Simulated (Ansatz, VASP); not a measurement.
# Two plane-wave programs on CdTe

Contents of INCAR:

```
ALGO     = Normal         # electronic algorithm
EDIFF    = 1E-6           # SCF threshold, eV
ENCUT    = 500            # plane-wave cutoff, eV
GGA      = PE             # functional
GGA_COMPAT= F            
ISIF     = 2              # what is computed and relaxed
ISMEAR   = 0              # smearing method
LASPH    = T              # aspherical terms in the spheres
LCHARG   = F              # write CHGCAR
LREAL    = F              # projectors in reciprocal space
LWAVE    = F              # write WAVECAR
NBANDS   = 16             # bands
NELM     = 120            # most SCF steps
PREC     = Accurate       # precision mode
SIGMA    = 0.1            # smearing width, eV
```

Contents of KPOINTS:

```
k-points
0
Gamma
  4 4 4
```

File POSCAR:

```
CdTe
1.0
    0.0000000000      3.2821140000      3.2821140000
    3.2821140000      0.0000000000      3.2821140000
    3.2821140000      3.2821140000      0.0000000000
Cd Te
1 1
Direct
    0.0000000000      0.0000000000      0.0000000000
    0.2500000000      0.2500000000      0.2500000000
```

Input for Ansatz:

```yaml
crystal:
  lattice:
    - [0.0, 3.282114, 3.282114]
    - [3.282114, 0.0, 3.282114]
    - [3.282114, 3.282114, 0.0]
  atoms:
    - { symbol: Cd, position: [0.0, 0.0, 0.0] }
    - { symbol: Te, position: [0.25, 0.25, 0.25] }
basis:
  ecutwfc: 420
kpoints:
  mp_grid: { grid: [4, 4, 4] }
hamiltonian:
  xc: pbe
scf:
  occupations: { method: gaussian, width: 0.1 }
output:
  forces: true
  stress: true
  eigenvalues: true
```

Alike in both runs: task single point; functional PBE; k mesh 4 × 4 × 4; occupations gaussian, width 0.1 eV; no spin polarisation.

|  | VASP | Ansatz |
| --- | --- | --- |
| version | VASP 6.6.1 | Ansatz 0.2.0 |
| potentials or method | VASP PAW PBE potentials, release 64 (Cd, Te), cutoff 500 eV | scalar-relativistic, plane waves, PAW |
| valence electrons in the cell | 18 | 36 |

```tsv
	VASP	Ansatz	Ansatz less VASP
gap on the k mesh at the Fermi level (eV)	0.64	0.64	+0.002
least direct gap on the mesh (eV)	0.64	0.64	+0.002
pressure (GPa)	1.2	1.1	-0.12
```

VASP's potentials hold 18 valence electrons a cell and Ansatz's 36, so a difference there can come from the potentials and not from the codes.

Spin-orbit coupling is off throughout.
